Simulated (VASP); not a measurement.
A run of VASP 6.6.1 is set up as follows.

INCAR

```
SYSTEM = WSe2
ALGO = Normal
EDIFF = 1E-7
ENCUT = 520
GGA = CA
ISIF = 2
ISMEAR = 0
LASPH = .TRUE.
LCHARG = .TRUE.
LELF = .TRUE.
LREAL = .FALSE.
LVHAR = .TRUE.
LWAVE = .FALSE.
NBANDS = 20
NELM = 80
PREC = Accurate
SIGMA = 0.05
```

The input KPOINTS:

```
k-points
0
G
  12 12 2
  0 0 0
```

POSCAR

```
WSe2
1.0
    3.3179375931      0.0000000000      0.0000000000
   -1.6589687966      2.8734182438      0.0000000000
    0.0000000000      0.0000000000     16.6581424200
W Se
1 2
Direct
    0.0000000000      0.0000000000      0.0000000000
    0.2829094613      0.6297538304      0.0997865200
    0.3837572054      0.7035795029      0.9002134800
```

Potentials or basis: VASP PAW LDA potentials, release 64 (W_sv, Se).

Run with:

```bash
$ cat potpaw_LDA.64/W_sv/POTCAR potpaw_LDA.64/Se/POTCAR > POTCAR
$ mpirun -np 1 vasp_std > vasp.out
```

(1) What does it give for the largest force?

(2) Estimate the band gap on the k mesh.

Results:

(1) 1.356 eV/Å.

(2) 1.48 eV, direct.

Caveat: the cell differs from its parent crystal (mode 4 (168.4 1/cm) frozen in, largest displacement -0.150 Å); spin-orbit coupling is left out, which moves the levels of the heavy elements.
